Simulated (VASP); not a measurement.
# SiO2 (Ia-3) in VASP: further runs, part 2 of 2

VASP 6.6.1.

**3. Single point, LDA**

INCAR reads:

```
SYSTEM = SiO2
PREC = Accurate
ENCUT = 520
EDIFF = 1E-6
ISMEAR = 0
SIGMA = 0.02
LREAL = Auto
LASPH = .TRUE.
NELM = 60
ALGO = Normal
ISIF = 2
LWAVE = .FALSE.
LCHARG = .TRUE.
GGA = CA
LELF = .TRUE.
LVHAR = .TRUE.
NBANDS = 82
```

KPOINTS reads:

```
regular mesh
0
G
  4 4 4
  0 0 0
```

POSCAR reads:

```
SiO2
1.0
   -4.1931792180      4.1931792180      4.1931792180
    4.1931792180     -4.1931792180      4.1931792180
    4.1931792180      4.1931792180     -4.1931792180
Si O
8 16
Direct
    0.5000000000      0.0000000000      0.7813350965
    0.2813350965      0.2813350965      0.2813350965
    0.5000000000      0.0000000000      0.2186649035
    0.7186649035      0.7186649035      0.7186649035
    0.7813350965      0.5000000000      0.0000000000
    0.0000000000      0.2186649035      0.5000000000
    0.2186649035      0.5000000000      0.0000000000
    0.0000000000      0.7813350965      0.5000000000
    0.6831160095      0.9331160095      0.7500000000
    0.7500000000      0.6831160095      0.9331160095
    0.8168839905      0.5668839905      0.2500000000
    0.7500000000      0.1831160095      0.4331160095
    0.0668839905      0.2500000000      0.3168839905
    0.5000000000      0.0000000000      0.0000000000
    0.2500000000      0.8168839905      0.5668839905
    0.4331160095      0.7500000000      0.1831160095
    0.3168839905      0.0668839905      0.2500000000
    0.1831160095      0.4331160095      0.7500000000
    0.9331160095      0.7500000000      0.6831160095
    0.5000000000      0.5000000000      0.5000000000
    0.2500000000      0.3168839905      0.0668839905
    0.0000000000      0.5000000000      0.0000000000
    0.0000000000      0.0000000000      0.5000000000
    0.5668839905      0.2500000000      0.8168839905
```

Potentials or basis: VASP PAW LDA potentials, release 64 (Si, O).

The run is started by

```sh
$ cat potpaw_LDA.64/Si/POTCAR potpaw_LDA.64/O/POTCAR > POTCAR
$ mpirun -np 1 vasp_std > vasp.out
```

OUTCAR:

```text
SYSTEM = SiO2
   PREC = Accurate
   ENCUT = 520
   EDIFF = 1E-6
   ISMEAR = 0
   LREAL = Auto
   LASPH = .TRUE.
   NELM = 60
   ISIF = 2
   GGA = CA

 ion  position               nearest neighbor table
   1  0.500  0.000  0.781-  14 1.59  15 1.62   9 1.62  24 1.62   4 2.99   5 2.99   8 2.99
   2  0.281  0.281  0.281-  20 1.59  13 1.62  21 1.62  17 1.62   6 2.99   3 2.99   7 2.99
   3  0.500  0.000  0.219-  14 1.59  12 1.62  16 1.62  17 1.62   2 2.99   6 2.99   7 2.99
   4  0.719  0.719  0.719-  20 1.59  19 1.62  10 1.62   9 1.62   8 2.99   5 2.99   1 2.99
   5  0.781  0.500  0.000-  22 1.59  10 1.62  24 1.62  11 1.62   4 2.99   8 2.99   1 2.99
   6  0.000  0.219  0.500-  23 1.59  13 1.62  18 1.62  12 1.62   2 2.99   7 2.99   3 2.99
   7  0.219  0.500  0.000-  22 1.59  21 1.62  16 1.62  18 1.62   2 2.99   3 2.99   6 2.99
   8  0.000  0.781  0.500-  23 1.59  15 1.62  19 1.62  11 1.62   4 2.99   1 2.99   5 2.99
   9  0.683  0.933  0.750-   1 1.62   4 1.62
  10  0.750  0.683  0.933-   4 1.62   5 1.62
  11  0.817  0.567  0.250-   8 1.62   5 1.62
  12  0.750  0.183  0.433-   3 1.62   6 1.62
  13  0.067  0.250  0.317-   2 1.62   6 1.62
  14  0.500  0.000  0.000-   1 1.59   3 1.59
[... 8 lines left out ...]
  23  0.000  0.000  0.500-   6 1.59   8 1.59
  24  0.567  0.250  0.817-   5 1.62   1 1.62

  LATTYP: Found a body centered cubic cell.
 ALAT       =     8.3863584360

  Lattice vectors:
[... 221 lines left out ...]
      5     -17.1425      2.00000
      6     -16.6283      2.00000
[... 621 lines left out ...]
     75      10.8994      0.00000
     76      10.8994      0.00000
 [bands above 76 left out]

------------------------ aborting loop because EDIFF is reached ----------------------------------------

  FORCE on cell =-STRESS in cart. coord.  units (eV):
  Direction    XX          YY          ZZ          XY          YZ          ZX
  --------------------------------------------------------------------------------------
  -------------------------------------------------------------------------------------
  Total        1.3098858      1.3098858      1.3098858     -0.0000000      0.0000000      0.0000000
  in kB        7.1162919      7.1162919      7.1162919     -0.0000000      0.0000000      0.0000000
  external PRESSURE =       7.1162919 kB  Pullay stress =       0.0000000 kB

 VOLUME and BASIS-vectors are now :
 -----------------------------------------------------------------------------
  energy-cutoff  :      520.00
  volume of cell :      294.91
      direct lattice vectors                 reciprocal lattice vectors
    -4.193179218  4.193179218  4.193179218     0.000000000  0.119241266  0.119241266
     4.193179218 -4.193179218  4.193179218     0.119241266  0.000000000  0.119241266
     4.193179218  4.193179218 -4.193179218     0.119241266  0.119241266  0.000000000

 POSITION                                       TOTAL-FORCE (eV/Angst)
 -----------------------------------------------------------------------------------
      1.17969      5.37287     -1.17969        -0.016842     -0.016842      0.016842
      1.17969      1.17969      1.17969        -0.016842     -0.016842     -0.016842
     -1.17969      3.01349      1.17969         0.016842      0.016842     -0.016842
      3.01349      3.01349      3.01349         0.016842      0.016842      0.016842
     -1.17969      1.17969      5.37287         0.016842     -0.016842     -0.016842
      3.01349      1.17969     -1.17969         0.016842     -0.016842      0.016842
[... 16 lines left out ...]
      2.09659      2.09659     -2.09659        -0.000000      0.000000     -0.000000
      2.09659      4.75409     -0.00000         0.000000     -0.045296     -0.000000
 -----------------------------------------------------------------------------------
    total drift:                                0.000000      0.000000     -0.000000

  FREE ENERGIE OF THE ION-ELECTRON SYSTEM (eV)
  ---------------------------------------------------
  free  energy   TOTEN  =      -207.2779867077 eV

  energy  without entropy=     -207.2779867077  energy(sigma->0) =     -207.27798671
```

stdout:

```text
POSCAR found type information on POSCAR SiO
 POSCAR found :  2 types and      24 ions
 scaLAPACK will be used
 LDA part: xc-table for (Slater(with rela. corr.)+CA(PZ))
 , standard interpolation
 POSCAR, INCAR and KPOINTS ok, starting setup
 FFT: planning ... GRIDC
 FFT: planning ... GRID_SOFT
 FFT: planning ... GRID
 WAVECAR not read
 entering main loop
```

Wall time 3 min (1 thread of Intel Xeon Platinum 8559C (Emerald Rapids), shared host); peak memory 0.36 GiB.

Results:

| Quantity | Value |
| --- | --- |
| Free energy | -207.2780 eV |
| Pressure | 0.7 GPa |
| Largest force | 0.045 eV/Å |
| Band gap on the k mesh | 5.81 eV (least direct gap 5.88 eV) |

Forces in eV/Å, atoms in the order of the input:
```
Si  -0.017 -0.017  0.017
Si  -0.017 -0.017 -0.017
Si   0.017  0.017 -0.017
Si   0.017  0.017  0.017
Si   0.017 -0.017 -0.017
Si   0.017 -0.017  0.017
Si  -0.017  0.017  0.017
Si  -0.017  0.017 -0.017
O    0.000  0.000  0.045
O    0.045  0.000  0.000
O    0.000  0.000 -0.045
O    0.045  0.000  0.000
O    0.000 -0.045  0.000
O    0.000  0.000  0.000
O   -0.045  0.000  0.000
O    0.000  0.045  0.000
O    0.000  0.000 -0.045
O    0.000  0.000  0.045
O    0.000  0.045  0.000
O    0.000  0.000  0.000
O   -0.045  0.000  0.000
O    0.000  0.000  0.000
O    0.000  0.000  0.000
O    0.000 -0.045  0.000
```

Levels at points of the mesh, in eV from the valence-band top:
| k point | band 61 | band 62 | band 63 | band 64 | band 65 | band 66 | band 67 | band 68 |
| --- | --- | --- | --- | --- | --- | --- | --- | --- |
| (0.00, 0.00, 0.00) | -0.37 | -0.06 | -0.06 | -0.06 | 5.81 | 7.77 | 8.32 | 8.32 |
| (0.50, 0.00, 0.00) | -0.18 | -0.18 | -0.07 | -0.07 | 7.43 | 7.43 | 8.69 | 8.69 |
| (0.50, 0.50, 0.50) | -0.05 | 0.00 | 0.00 | 0.00 | 8.26 | 8.26 | 8.26 | 8.39 |

**4. Single point, LDA**

This run uses another cell than the first one, of 12.56 Å³/atom.

INCAR reads:

```
SYSTEM = SiO2
  PREC = Accurate
  ENCUT = 520
  EDIFF = 1E-7
  ISMEAR = 0
  SIGMA = 0.02
  LREAL = Auto
  LASPH = .TRUE.
  NELM = 100
  ALGO = Normal
  ISIF = 2
  LWAVE = .FALSE.
  LCHARG = .FALSE.
  GGA = CA
  NBANDS = 82
```

KPOINTS is that of step 3.

POSCAR reads:

```
SiO2
1.0
   -4.2235302601      4.2235302601      4.2235302601
    4.2235302601     -4.2235302601      4.2235302601
    4.2235302601      4.2235302601     -4.2235302601
Si O
8 16
Direct
    0.5000000000      0.0000000000      0.7824953700
    0.2824953700      0.2824953700      0.2824953700
    0.5000000000      0.0000000000      0.2175046300
    0.7175046300      0.7175046300      0.7175046300
    0.7824953700      0.5000000000      0.0000000000
    0.0000000000      0.2175046300      0.5000000000
    0.2175046300      0.5000000000      0.0000000000
    0.0000000000      0.7824953700      0.5000000000
    0.6802250600      0.9302250600      0.7500000000
    0.7500000000      0.6802250600      0.9302250600
    0.8197749400      0.5697749400      0.2500000000
    0.7500000000      0.1802250600      0.4302250600
    0.0697749400      0.2500000000      0.3197749400
    0.5000000000      0.0000000000      0.0000000000
    0.2500000000      0.8197749400      0.5697749400
    0.4302250600      0.7500000000      0.1802250600
    0.3197749400      0.0697749400      0.2500000000
    0.1802250600      0.4302250600      0.7500000000
    0.9302250600      0.7500000000      0.6802250600
    0.5000000000      0.5000000000      0.5000000000
    0.2500000000      0.3197749400      0.0697749400
    0.0000000000      0.5000000000      0.0000000000
    0.0000000000      0.0000000000      0.5000000000
    0.5697749400      0.2500000000      0.8197749400
```

The run is started by

```sh
$ cat potpaw_LDA.64/Si/POTCAR potpaw_LDA.64/O/POTCAR > POTCAR
$ mpirun -np 1 vasp_std > vasp.out
```

It took 3.3 min on 1 thread of Intel Xeon Platinum 8559C (Emerald Rapids), shared host; peak memory 0.36 GiB.

It converged, with:

| Property | Result |
| --- | --- |
| Free energy | -207.2731 eV |
| Pressure | -1.3 GPa |
| Largest force | 0.057 eV/Å |
| Band gap on the k mesh | 5.69 eV (least direct gap 5.76 eV) |

Forces on the atoms (eV/Å):
```
Si  -0.013 -0.013  0.013
Si  -0.013 -0.013 -0.013
Si   0.013  0.013 -0.013
Si   0.013  0.013  0.013
Si   0.013 -0.013 -0.013
Si   0.013 -0.013  0.013
Si  -0.013  0.013  0.013
Si  -0.013  0.013 -0.013
O    0.000  0.000 -0.057
O   -0.057  0.000  0.000
O    0.000  0.000  0.057
O   -0.057  0.000  0.000
O    0.000  0.057  0.000
O    0.000  0.000  0.000
O    0.057  0.000  0.000
O    0.000 -0.057  0.000
O    0.000  0.000  0.057
O    0.000  0.000 -0.057
O    0.000 -0.057  0.000
O    0.000  0.000  0.000
O    0.057  0.000  0.000
O    0.000  0.000  0.000
O    0.000  0.000  0.000
O    0.000  0.057  0.000
```

Levels at points of the mesh, in eV from the valence-band top:
```
           k point  band 61  band 62  band 63  band 64  band 65  band 66  band 67  band 68
(0.00, 0.00, 0.00)    -0.38    -0.07    -0.07    -0.07     5.69     7.75     8.29     8.35
(0.50, 0.00, 0.00)    -0.19    -0.19    -0.08    -0.08     7.28     7.28     8.56     8.56
(0.50, 0.50, 0.50)    -0.08     0.00     0.00     0.00     8.12     8.12     8.12     8.29
```

**5. Single point, LDA**

This run uses another cell than the first one, of 12.56 Å³/atom.

INCAR reads:

```
PREC = Accurate
ENCUT = 520
EDIFF = 1E-6
ISMEAR = 0
SIGMA = 0.02
LREAL = Auto
LASPH = True
NELM = 60
ALGO = Normal
ISIF = 2
LWAVE = False
LCHARG = False
NBANDS = 82
```

KPOINTS reads:

```
Automatic mesh
0
Gamma
  4 4 4
```

POSCAR reads:

```
SiO2
1.0
   -4.2235302601      4.2235302601      4.2235302601
    4.2235302601     -4.2235302601      4.2235302601
    4.2235302601      4.2235302601     -4.2235302601
Si O
8 16
Direct
    0.5000000000      0.0000000000      0.7829090244
    0.2829090244      0.2829090244      0.2829090244
    0.5000000000      0.0000000000      0.2170909756
    0.7170909756      0.7170909756      0.7170909756
    0.7829090244      0.5000000000      0.0000000000
    0.0000000000      0.2170909756      0.5000000000
    0.2170909756      0.5000000000      0.0000000000
    0.0000000000      0.7829090244      0.5000000000
    0.6789353321      0.9289353321      0.7500000000
    0.7500000000      0.6789353321      0.9289353321
    0.8210646679      0.5710646679      0.2500000000
    0.7500000000      0.1789353321      0.4289353321
    0.0710646679      0.2500000000      0.3210646679
    0.5000000000      0.0000000000      0.0000000000
    0.2500000000      0.8210646679      0.5710646679
    0.4289353321      0.7500000000      0.1789353321
    0.3210646679      0.0710646679      0.2500000000
    0.1789353321      0.4289353321      0.7500000000
    0.9289353321      0.7500000000      0.6789353321
    0.5000000000      0.5000000000      0.5000000000
    0.2500000000      0.3210646679      0.0710646679
    0.0000000000      0.5000000000      0.0000000000
    0.0000000000      0.0000000000      0.5000000000
    0.5710646679      0.2500000000      0.8210646679
```

The run is started by

```sh
$ cat potpaw_LDA.64/Si/POTCAR potpaw_LDA.64/O/POTCAR > POTCAR
$ mpirun -np 1 vasp_std > vasp.out
```

Wall time 3.1 min (1 thread of Intel Xeon Platinum 8559C (Emerald Rapids), shared host); peak memory 0.36 GiB.

Results (log left out):

```yaml
Free_energy: -207.2741 eV
Pressure: -0.3 GPa
Largest_force: 0.035 eV/Å
Band_gap_on_the_k_mesh: 5.71 eV (least direct gap 5.78 eV)
```

Forces in eV/Å, atoms in the order of the input:
```
Si  -0.018 -0.018  0.018
Si  -0.018 -0.018 -0.018
Si   0.018  0.018 -0.018
Si   0.018  0.018  0.018
Si   0.018 -0.018 -0.018
Si   0.018 -0.018  0.018
Si  -0.018  0.018  0.018
Si  -0.018  0.018 -0.018
O    0.000  0.000  0.035
O    0.035  0.000  0.000
O    0.000  0.000 -0.035
O    0.035  0.000  0.000
O    0.000 -0.035  0.000
O    0.000  0.000  0.000
O   -0.035  0.000  0.000
O    0.000  0.035  0.000
O    0.000  0.000 -0.035
O    0.000  0.000  0.035
O    0.000  0.035  0.000
O    0.000  0.000  0.000
O   -0.035  0.000  0.000
O    0.000  0.000  0.000
O    0.000  0.000  0.000
O    0.000 -0.035  0.000
```

Levels at points of the mesh, in eV from the valence-band top:
```csv
k point,band 62,band 63,band 64,band 65,band 66,band 67
"(0.00, 0.00, 0.00)",-0.07,-0.07,-0.07,5.71,7.78,8.30
"(0.50, 0.00, 0.00)",-0.20,-0.08,-0.08,7.29,7.29,8.58
"(0.50, 0.50, 0.50)",0.00,0.00,0.00,8.12,8.12,8.12
```

A k mesh can miss the band edges.

**6. Single point, LDA (12.66 Å³/atom)**

This run uses another cell than the first one, of 12.66 Å³/atom.

INCAR reads:

```
SYSTEM = SiO2
PREC     = Accurate       ! precision mode
ENCUT    = 520            ! plane-wave cutoff, eV
EDIFF    = 1E-6           ! SCF threshold, eV
ISMEAR   = 0              ! smearing method
SIGMA    = 0.02           ! smearing width, eV
LREAL    = Auto         
LASPH    = .True.         ! aspherical terms in the spheres
NELM     = 60             ! most SCF steps
ALGO     = Normal         ! electronic algorithm
ISIF     = 2              ! what is computed and relaxed
LWAVE    = .False.        ! write WAVECAR
LCHARG   = .False.        ! write CHGCAR
GGA      = CA             ! functional
NBANDS   = 82             ! bands
```

KPOINTS reads:

```
regular mesh
0
Gamma
  4 4 4
  0 0 0
```

POSCAR reads:

```
SiO2
1.0
   -4.2346985441      4.2346985441      4.2346985441
    4.2346985441     -4.2346985441      4.2346985441
    4.2346985441      4.2346985441     -4.2346985441
Si O
8 16
Direct
    0.5000000000      0.0000000000      0.7834805947
    0.2834805947      0.2834805947      0.2834805947
    0.5000000000      0.0000000000      0.2165194053
    0.7165194053      0.7165194053      0.7165194053
    0.7834805947      0.5000000000      0.0000000000
    0.0000000000      0.2165194053      0.5000000000
    0.2165194053      0.5000000000      0.0000000000
    0.0000000000      0.7834805947      0.5000000000
    0.6773977953      0.9273977953      0.7500000000
    0.7500000000      0.6773977953      0.9273977953
    0.8226022047      0.5726022047      0.2500000000
    0.7500000000      0.1773977953      0.4273977953
    0.0726022047      0.2500000000      0.3226022047
    0.5000000000      0.0000000000      0.0000000000
    0.2500000000      0.8226022047      0.5726022047
    0.4273977953      0.7500000000      0.1773977953
    0.3226022047      0.0726022047      0.2500000000
    0.1773977953      0.4273977953      0.7500000000
    0.9273977953      0.7500000000      0.6773977953
    0.5000000000      0.5000000000      0.5000000000
    0.2500000000      0.3226022047      0.0726022047
    0.0000000000      0.5000000000      0.0000000000
    0.0000000000      0.0000000000      0.5000000000
    0.5726022047      0.2500000000      0.8226022047
```

Potentials or basis: VASP PAW LDA potentials, release 64 (Si, O).

The run is started by

```sh
$ cat potpaw_LDA.64/Si/POTCAR potpaw_LDA.64/O/POTCAR > POTCAR
$ mpirun -np 1 vasp_std > vasp.out
```

Wall time 3.1 min (1 thread of Intel Xeon Platinum 8559C (Emerald Rapids), shared host); peak memory 0.36 GiB.

Results (log left out):

```
Free energy            : -207.2600 eV
Pressure               : -0.7 GPa
Largest force          : 0.033 eV/Å
Band gap on the k mesh : 5.67 eV (least direct gap 5.74 eV)
```

Forces in eV/Å, atoms in the order of the input:
```
Si  -0.014 -0.014  0.014
Si  -0.014 -0.014 -0.014
Si   0.014  0.014 -0.014
Si   0.014  0.014  0.014
Si   0.014 -0.014 -0.014
Si   0.014 -0.014  0.014
Si  -0.014  0.014  0.014
Si  -0.014  0.014 -0.014
O    0.000  0.000  0.033
O    0.033  0.000  0.000
O    0.000  0.000 -0.033
O    0.033  0.000  0.000
O    0.000 -0.033  0.000
O    0.000  0.000  0.000
O   -0.033  0.000  0.000
O    0.000  0.033  0.000
O    0.000  0.000 -0.033
O    0.000  0.000  0.033
O    0.000  0.033  0.000
O    0.000  0.000  0.000
O   -0.033  0.000  0.000
O    0.000  0.000  0.000
O    0.000  0.000  0.000
O    0.000 -0.033  0.000
```

Levels at points of the mesh, in eV from the valence-band top:
```tsv
k point	band 60	band 61	band 62	band 63	band 64	band 65	band 66	band 67	band 68	band 69
(0.00, 0.00, 0.00)	-0.39	-0.39	-0.07	-0.07	-0.07	5.67	7.77	8.22	8.42	8.42
(0.50, 0.00, 0.00)	-0.32	-0.21	-0.21	-0.08	-0.08	7.24	7.24	8.53	8.53	8.96
(0.50, 0.50, 0.50)	-0.10	-0.10	0.00	0.00	0.00	8.07	8.07	8.07	8.28	8.28
```

A k mesh can miss the band edges.

**7. Summary**

```tsv
cell	gap on the mesh (eV)	pressure (GPa)	largest force (eV/Å)
a = 7.263 Å, angles 109.5°, 24 atoms, atomic positions A	5.81	0.7	0.05
a = 7.315 Å, angles 109.5°, 24 atoms, atomic positions B	5.69	-1.3	0.06
a = 7.315 Å, angles 109.5°, 24 atoms, atomic positions C	5.71	-0.3	0.03
a = 7.335 Å, angles 109.5°, 24 atoms, atomic positions D	5.67	-0.7	0.03
```

Alike in all rows: task single point; level LDA; potentials or basis VASP PAW LDA potentials, release 64 (Si, O); no spin polarisation; k mesh 4 × 4 × 4; cutoff (eV) 520; smearing gaussian 0.02 eV.

Absolute energies hang on the potentials; compare differences alone.
